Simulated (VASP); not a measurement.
Write the native input for VASP 6.6.1 that does the following.

```yaml
Task: single point
Functional: PBE
Potentials_or_basis: VASP PAW PBE potentials, release 64 (Ga_d, Se)
Cutoff: 520 eV
k_mesh: 1 × 1 × 1
Occupations: gaussian, width 0.1 eV
Spin: no spin polarisation
Dipole_correction: no
Further_INCAR_settings: ALGO = Normal; EDIFF = 1e-06; NBANDS = 30
```

The structure of Ga3Se lies in POSCAR:

```
Ga3Se
1.0
    4.4324650000      0.0000000000      0.0000000000
    0.0000000000      4.4324650000      0.0000000000
    0.0000000000      0.0000000000      4.4324650000
Ga Se
3 1
Direct
    0.0000000000      0.5000000000      0.5000000000
    0.5000000000      0.0000000000      0.5000000000
    0.5000000000      0.5000000000      0.0000000000
    0.0000000000      0.0000000000      0.0000000000
```

These files were run (other wordings do the same):

INCAR

```
PREC     = Accurate       # precision mode
ENCUT    = 520            # plane-wave cutoff, eV
EDIFF    = 1E-6           # SCF threshold, eV
ISMEAR   = 0              # smearing method
SIGMA    = 0.1            # smearing width, eV
LREAL    = False          # projectors in reciprocal space
LASPH    = True           # aspherical terms in the spheres
NELM     = 80             # most SCF steps
ALGO     = Normal         # electronic algorithm
ISIF     = 2              # what is computed and relaxed
LWAVE    = False          # write WAVECAR
LCHARG   = False          # write CHGCAR
GGA      = PE             # functional
NBANDS   = 30             # bands
```

KPOINTS

```
regular mesh
0
Gamma
  1 1 1
```

Potentials or basis: VASP PAW PBE potentials, release 64 (Ga_d, Se).

Command:

```sh
$ cat potpaw_PBE.64/Ga_d/POTCAR potpaw_PBE.64/Se/POTCAR > POTCAR
$ mpirun -np 1 vasp_gam > vasp.out
```

Results of the run:

| Property | Result |
| --- | --- |
| Pressure | 7.7 GPa |

Caveat: the k points lie up to 1.42 Å⁻¹ apart.

Run time: 6 s on 1 thread of Intel(R) Xeon(R) Platinum 8488C (Sapphire Rapids) (shared host), peak memory 0.19 GiB.
